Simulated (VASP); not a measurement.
Wanted: the native input for a VASP 6.6.1 run.

- Task: single point
- Functional: r2SCAN
- Potentials or basis: VASP PAW PBE potentials, release 64 (Hf_pv, S)
- Cutoff: 550 eV
- k mesh: 12 × 12 × 4
- Occupations: gaussian, width 0.01 eV
- Spin: no spin polarisation
- Dipole correction: no
- Further INCAR settings: ALGO = Normal; EDIFF = 1e-06; NBANDS = 18

Crystal: HfS2.

```
Hf S
1.0
     3.55769    0.00000    0.00000
    -1.77885    3.08105    0.00000
     0.00000    0.00000    5.93541
Hf S
1 2
Direct
  0.00000 0.00000 0.00000
  0.33333 0.66667 0.24769
  0.66667 0.33333 0.75231
```

This cell differs from its parent crystal: epitaxial xy strain -2.0%.

These files were run (other wordings do the same):

POSCAR

```
HfS2
1.0
    3.5576900393      0.0000000000      0.0000000000
   -1.7788450196      3.0810499528      0.0000000000
    0.0000000000      0.0000000000      5.9354135096
Hf S
1 2
Direct
    0.0000000000      0.0000000000      0.0000000000
    0.3333333333      0.6666666667      0.2476920146
    0.6666666667      0.3333333333      0.7523079854
```

INCAR.step1

```
PREC = Accurate
ENCUT = 550
ISMEAR = 0
SIGMA = 0.01
LREAL = False
LASPH = True
NELM = 120
NBANDS = 18
GGA = PE
ALGO = Normal
EDIFF = 1E-5
LWAVE = True
LCHARG = False
GGA_COMPAT = False
```

INCAR.step2

```
PREC = Accurate
ENCUT = 550
EDIFF = 1E-6
ISMEAR = 0
SIGMA = 0.01
LREAL = False
LASPH = True
NELM = 120
ALGO = Normal
ISIF = 2
LWAVE = False
LCHARG = False
METAGGA = R2SCAN
LMIXTAU = True
NBANDS = 18
ISTART = 1
GGA_COMPAT = False
```

KPOINTS

```
regular mesh
0
Gamma
  12 12 4
```

Potentials or basis: VASP PAW PBE potentials, release 64 (Hf_pv, S).

Run with:

```sh
$ cat potpaw_PBE.64/Hf_pv/POTCAR potpaw_PBE.64/S/POTCAR > POTCAR
$ cp INCAR.step1 INCAR
$ mpirun -np 1 vasp_std > vasp.out
$ cp INCAR.step2 INCAR
$ mpirun -np 1 vasp_std > vasp.out
```

It gave:

| Item | Value |
| --- | --- |
| Pressure | 2.8 GPa |
| Largest force | 0.129 eV/Å |
| Band gap on the k mesh | 1.22 eV (least direct gap 2.22 eV) |

Caveat: the cell differs from its parent crystal (epitaxial xy strain -2.0%); the PAW data sets were made with another functional, which shifts forces and pressure a little; spin-orbit coupling is left out, which moves the levels of the heavy elements.

Run time: 5.8 min on 1 thread of AMD EPYC 9R14 (Zen 4), on a shared host, peak memory 0.22 GiB.
